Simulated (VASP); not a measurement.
A run of VASP 6.6.1 is set up as follows.

The input POSCAR:

```
CdS
1.0
    4.1647060644      0.0000000000      0.0000000000
   -2.0823530322      3.6067412511      0.0000000000
    0.0000000000      0.0000000000      6.7678927443
Cd S
2 2
Direct
    0.3333333333      0.6666666667     -0.0553448688
    0.6666666667      0.3333333333      0.4446551312
    0.3333333333      0.6666666667      0.4323448688
    0.6666666667      0.3333333333      0.9323448688
```

File INCAR.step1:

```
  PREC = Accurate
  ENCUT = 520
  ISMEAR = 0
  SIGMA = 0.01
  LREAL = F
  LASPH = T
  NELM = 100
  NBANDS = 26
  GGA = PE
  ALGO = Normal
  EDIFF = 1E-4
  LWAVE = T
  LCHARG = F
```

File INCAR.step2:

```
  PREC = Accurate
  ENCUT = 520
  EDIFF = 1E-6
  ISMEAR = 0
  SIGMA = 0.01
  LREAL = F
  LASPH = T
  NELM = 100
  ALGO = Normal
  ISIF = 2
  LWAVE = F
  LCHARG = F
  METAGGA = R2SCAN
  LMIXTAU = T
  NBANDS = 26
  ISTART = 1
```

File KPOINTS:

```
Automatic mesh
0
Gamma
  9 9 4
```

Potentials or basis: VASP PAW PBE potentials, release 64 (Cd, S).

The run is started by

```bash
$ cat potpaw_PBE.64/Cd/POTCAR potpaw_PBE.64/S/POTCAR > POTCAR
$ cp INCAR.step1 INCAR
$ mpirun -np 1 vasp_std > vasp.out
$ cp INCAR.step2 INCAR
$ mpirun -np 1 vasp_std > vasp.out
```

Question: Estimate the largest force.

Answer: 0.171 eV/Å.

Question: What does it give for the band gap on the k mesh?

Answer: 1.87 eV.

Question: What does it give for the pressure?

Answer: 4.0 GPa.

Forces on the atoms (eV/Å):
```
Cd   0.000  0.000  0.171
Cd   0.000  0.000  0.171
S    0.000  0.000 -0.171
S    0.000  0.000 -0.171
```

Caveat: the cell differs from its parent crystal (atoms displaced along a vibrational mode); the cell stands under pressure; the PAW data sets were made with another functional, which shifts forces and pressure a little.
